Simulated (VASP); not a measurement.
TiB2: single point with PBEsol

TiB2:

```
CELL_PARAMETERS angstrom
3.02920 0.00000 0.00000
-1.51460 2.62336 0.00000
0.00000 0.00000 3.13155
ATOMIC_POSITIONS crystal
Ti 0.00000 0.00000 0.00000
B 0.33333 0.66667 0.50000
B 0.66667 0.33333 0.50000
```

This cell differs from its parent crystal: zz strain of -3 %.

- Program: VASP 6.6.1
- Task: single point
- Functional: PBEsol
- Potentials or basis: VASP PAW PBE potentials, release 64 (Ti_sv, B)
- Cutoff: 520 eV
- k mesh: 15 × 15 × 13
- Occupations: fermi-dirac, width 0.08 eV
- Spin: no spin polarisation

```yaml
Pressure: 2.2 GPa
Band_gap_on_the_k_mesh: zero (band 9 reaches 10.71 eV, above the bottom of band 10 at 9.88 eV)
```

Stress tensor (GPa, compression positive):
```
-0.52  0.00  0.00
 0.00 -0.52  0.00
 0.00  0.00  7.67
```

Levels at points of the mesh, in eV from the Fermi level:
```tsv
k point	band 6	band 7	band 8	band 9	band 10	band 11	band 12	band 13
(0.00, 0.00, 0.00)	-2.86	-2.86	-2.15	-1.95	2.01	2.01	4.03	4.03
```

Run time: 41 s on 1 thread of Intel(R) Xeon(R) Platinum 8259CL CPU @ 2.50GHz (Skylake/Cascade Lake) (shared host), peak memory 0.19 GiB.

Caveat: the cell differs from its parent crystal (zz strain of -3 %); the PAW data sets were made with another functional, which shifts forces and pressure a little.
